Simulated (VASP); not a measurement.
Input of a VASP 6.6.1 run:

File INCAR:

```
SYSTEM = BeTe
PREC = Accurate
ENCUT = 600
EDIFF = 1E-6
ISMEAR = 0
SIGMA = 0.01
LREAL = .False.
LASPH = .True.
NELM = 100
ALGO = Normal
ISIF = 3
LWAVE = .False.
LCHARG = .False.
GGA = PS
IBRION = 2
NSW = 100
EDIFFG = -0.002
PSTRESS = 70.0
```

Contents of KPOINTS:

```
Automatic mesh
0
Gamma
  8 8 8
  0 0 0
```

Contents of POSCAR:

```
BeTe
1.0
    0.0000000000      2.8027741266      2.8027741266
    2.8027741266      0.0000000000      2.8027741266
    2.8027741266      2.8027741266      0.0000000000
Be Te
1 1
Direct
    0.0000000000      0.0000000000      0.0000000000
    0.7500000000      0.7500000000      0.7500000000
```

Potentials or basis: VASP PAW PBE potentials, release 64 (Be, Te).

Launch:

```console
$ cat potpaw_PBE.64/Be/POTCAR potpaw_PBE.64/Te/POTCAR > POTCAR
$ mpirun -np 1 vasp_std > vasp.out
```

Q: Estimate the space group after relaxing (to 0.05 Å).

A: F-43m (No. 216).

Q: What does it give for the relaxed cell?

A: a = 3.844 Å, b = 3.844 Å, c = 3.844 Å, α = 60.00°, β = 60.00°, γ = 60.00°.

Q: What does it give for the band gap on the k mesh?

A: 1.57 eV, indirect (least direct gap 3.49 eV).

The path:
```csv
step,energy change (eV),largest force (eV/Å),pressure (GPa),volume (Å³)
1,0.0000,0.0000,0.22,44.03
2,0.1828,0.0000,11.30,38.36
3,0.0813,0.0000,7.00,40.15
```

Caveat: the cell is relaxed towards a set pressure, so the enthalpy falls and the energy may rise; the PAW data sets were made with another functional, which shifts forces and pressure a little; spin-orbit coupling is left out, which moves the levels of the heavy elements. A k mesh can miss the band edges.
